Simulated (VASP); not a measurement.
Set up this calculation in VASP 6.6.1, as the native input.

```
Task                   : electric field gradients
Functional             : PBEsol
Potentials or basis    : VASP PAW PBE potentials, release 64 (As)
Cutoff                 : 520 eV
k mesh                 : 12 × 12 × 12
Occupations            : fermi-dirac, width 0.05 eV
Spin                   : no spin polarisation
Dipole correction      : no
Further INCAR settings : ALGO = Normal; EDIFF = 1e-08; NBANDS = 12
```

The structure of As lies in POSCAR:

```
As
1.0
    1.8455844133      1.0655486578      3.6415376950
   -1.8455844133      1.0655486578      3.6415376950
    0.0000000000     -2.1310973156      3.6415376950
As
2
Direct
    0.2244335900      0.2244335900      0.2244335900
    0.7755664100      0.7755664100      0.7755664100
```

These files were run (other wordings do the same):

INCAR

```
ALGO     = Normal         # electronic algorithm
EDIFF    = 1E-8           # SCF threshold, eV
ENCUT    = 520            # plane-wave cutoff, eV
GGA      = PS             # functional
ISIF     = 2              # what is computed and relaxed
ISMEAR   = -1             # smearing method
LASPH    = T              # aspherical terms in the spheres
LCHARG   = F              # write CHGCAR
LEFG     = T            
LREAL    = F              # projectors in reciprocal space
LWAVE    = F              # write WAVECAR
NBANDS   = 12             # bands
NELM     = 100            # most SCF steps
PREC     = Accurate       # precision mode
SIGMA    = 0.05           # smearing width, eV
```

KPOINTS

```
k-points
0
Gamma
  12 12 12
```

Potentials or basis: VASP PAW PBE potentials, release 64 (As).

Run with:

```console
$ cat potpaw_PBE.64/As/POTCAR > POTCAR
$ mpirun -np 1 vasp_std > vasp.out
```

It gave:

```json
{
 "Pressure": "2.9 GPa",
 "Largest force": "0.660 eV/Å",
 "Band gap on the k mesh": "zero (bands 5 and 6 overlap by 0.60 eV)",
 "Largest electric field gradient by atom": "As -51.5 V/Å²"
}
```

Caveat: without QUAD_EFG the Cq values of the log hold for a quadrupole moment of 1 mb, not for the nuclei; the PAW data sets were made with another functional, which shifts forces and pressure a little.

Run time: 2.4 min on 1 thread of Intel Xeon 8259CL (shared host), peak memory 0.23 GiB.
